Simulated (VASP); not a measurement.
Wanted: the native input for a VASP 6.6.1 run.

```
Task                   : electric field gradients
Functional             : PBE
Potentials or basis    : VASP PAW PBE potentials, release 64 (H, N, F)
Cutoff                 : 520 eV
k mesh                 : 3 × 4 × 3
Occupations            : fermi-dirac, width 0.02 eV
Spin                   : no spin polarisation
Dipole correction      : no
Further INCAR settings : LREAL = Auto; ALGO = Normal; EDIFF = 1e-08; NBANDS = 74
```

The structure of H7N2F lies in POSCAR:

```
H7N2F
1.0
    8.0483831800      0.0000000000      0.0000000000
    0.0000000000      5.6296524400      0.0000000000
    0.0000000000      0.0000000000      7.3676988900
H N F
28 8 4
Direct
    0.7253132400      0.7885011700      0.0282918500
    0.2746867600      0.2114988300      0.5282918500
    0.7746867600      0.7885011700      0.5282918500
    0.2253132400      0.2114988300      0.0282918500
    0.7455820900      0.0459763500      0.1494271700
    0.2544179100      0.9540236500      0.6494271700
    0.7544179100      0.0459763500      0.6494271700
    0.2455820900      0.9540236500      0.1494271700
    0.6309503400      0.0443963400      0.9567057800
    0.3690496600      0.9556036600      0.4567057800
    0.8690496600      0.0443963400      0.4567057800
    0.1309503400      0.9556036600      0.9567057800
    0.5590058000      0.9010109100      0.1462243800
    0.4409942000      0.0989890900      0.6462243800
    0.9409942000      0.9010109100      0.6462243800
    0.0590058000      0.0989890900      0.1462243800
    0.6297932400      0.4327700800      0.5617959400
    0.3702067600      0.5672299200      0.0617959400
    0.8702067600      0.4327700800      0.0617959400
    0.1297932400      0.5672299200      0.5617959400
    0.7358769100      0.4315138900      0.3716434700
    0.2641230900      0.5684861100      0.8716434700
    0.7641230900      0.4315138900      0.8716434700
    0.2358769100      0.5684861100      0.3716434700
    0.5635657600      0.5918575700      0.3869170300
    0.4364342400      0.4081424300      0.8869170300
    0.9364342400      0.5918575700      0.8869170300
    0.0635657600      0.4081424300      0.3869170300
    0.6636683900      0.9466082700      0.0710690000
    0.3363316100      0.0533917300      0.5710690000
    0.8363316100      0.9466082700      0.5710690000
    0.1636683900      0.0533917300      0.0710690000
    0.6666102700      0.5364770900      0.4555357800
    0.3333897300      0.4635229100      0.9555357800
    0.8333897300      0.5364770900      0.9555357800
    0.1666102700      0.4635229100      0.4555357800
    0.6058874200      0.1969478500      0.7625906000
    0.3941125800      0.8030521500      0.2625906000
    0.8941125800      0.1969478500      0.2625906000
    0.1058874200      0.8030521500      0.7625906000
```

The input as run:

INCAR

```
SYSTEM = H7N2F
ALGO     = Normal         ! electronic algorithm
EDIFF    = 1E-8           ! SCF threshold, eV
ENCUT    = 520            ! plane-wave cutoff, eV
GGA      = PE             ! functional
ISIF     = 2              ! what is computed and relaxed
ISMEAR   = -1             ! smearing method
LASPH    = .TRUE.         ! aspherical terms in the spheres
LCHARG   = .FALSE.        ! write CHGCAR
LEFG     = .TRUE.       
LREAL    = Auto         
LWAVE    = .FALSE.        ! write WAVECAR
NBANDS   = 74             ! bands
NELM     = 100            ! most SCF steps
PREC     = Accurate       ! precision mode
SIGMA    = 0.02           ! smearing width, eV
```

KPOINTS

```
k-points
0
G
  3 4 3
  0 0 0
```

Potentials or basis: VASP PAW PBE potentials, release 64 (H, N, F).

Launch:

```sh
$ cat potpaw_PBE.64/H/POTCAR potpaw_PBE.64/N/POTCAR potpaw_PBE.64/F/POTCAR > POTCAR
$ mpirun -np 1 vasp_std > vasp.out
```

It gave:

The pressure is 2.1 GPa. The largest force is 0.263 eV/Å and the band gap on the k mesh is 4.96 eV. The largest electric field gradient by atom is H +18.2, +25.6, +25.4, +25.3, +33.9, +34.2 (each value once); N -7.7, -64.8 (each value once); F -6.3 V/Å².

Caveat: without QUAD_EFG the Cq values of the log hold for a quadrupole moment of 1 mb, not for the nuclei; an odd mesh through Γ misses points on the zone boundary, where band edges can lie.

Run time: 6.4 min on 1 thread of Intel(R) Xeon(R) Platinum 8488C (Sapphire Rapids), with other jobs on the host, peak memory 0.48 GiB.
